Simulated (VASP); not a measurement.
## HPbNO4: single point with LDA

Crystal: HPbNO4.

```
CELL_PARAMETERS angstrom
6.64071 0.00000 -0.14634
0.00000 4.04625 0.00000
-3.43841 0.00000 6.89487
ATOMIC_POSITIONS crystal
H 0.22154 0.75000 0.52254
H 0.77846 0.25000 0.47746
Pb 0.28748 0.25000 0.28034
Pb 0.71252 0.75000 0.71966
N 0.24551 0.75000 0.84721
N 0.75449 0.25000 0.15279
O 0.32534 0.75000 0.46110
O 0.44554 0.75000 0.88290
O 0.19166 0.75000 0.98278
O 0.08860 0.75000 0.67167
O 0.67466 0.25000 0.53890
O 0.55446 0.25000 0.11710
O 0.80834 0.25000 0.01722
O 0.91140 0.25000 0.32833
```

- Program: VASP 6.6.1
- Task: single point
- Functional: LDA
- Potentials or basis: VASP PAW LDA potentials, release 64 (H, Pb_d, N, O)
- Cutoff: 520 eV
- k mesh: 3 × 5 × 3
- Occupations: fermi-dirac, width 0.05 eV
- Spin: no spin polarisation
- Dipole correction: no
- Further INCAR settings: ALGO = Normal; EDIFF = 1e-06; NBANDS = 57

```json
{
  "Pressure": "1.4 GPa",
  "Largest force": "0.798 eV/Å",
  "Band gap on the k mesh": "2.78 eV (least direct gap 2.90 eV)"
}
```

Forces in eV/Å, atoms in the order of the input:
```
H   -0.149  0.000  0.069
H    0.149  0.000 -0.069
Pb   0.006  0.000 -0.037
Pb  -0.006  0.000  0.037
N   -0.150  0.000 -0.030
N    0.150  0.000  0.030
O    0.113  0.000 -0.055
O    0.788  0.000  0.125
O   -0.420  0.000  0.476
O   -0.191  0.000 -0.570
O   -0.113  0.000  0.055
O   -0.788  0.000 -0.125
O    0.420  0.000 -0.476
O    0.191  0.000  0.570
```

Stress tensor (GPa, compression positive):
```
 2.53  0.00 -0.07
 0.00 -0.16  0.00
-0.07  0.00  1.87
```

Levels at points of the mesh, in eV from the valence-band top:
| k point | band 40 | band 41 | band 42 | band 43 | band 44 | band 45 | band 46 | band 47 | band 48 | band 49 |
| --- | --- | --- | --- | --- | --- | --- | --- | --- | --- | --- |
| (0.00, 0.00, 0.00) | -1.61 | -1.56 | -0.80 | -0.59 | -0.05 | 2.86 | 3.67 | 4.26 | 4.28 | 5.75 |

It took 6.8 min on 1 thread of AMD EPYC 7R13 (shared host), peak memory 0.28 GiB.

Caveat: the standard files for N, O and F lose accuracy on very short bonds; spin-orbit coupling is left out, which moves the levels of the heavy elements. A k mesh can miss the band edges.
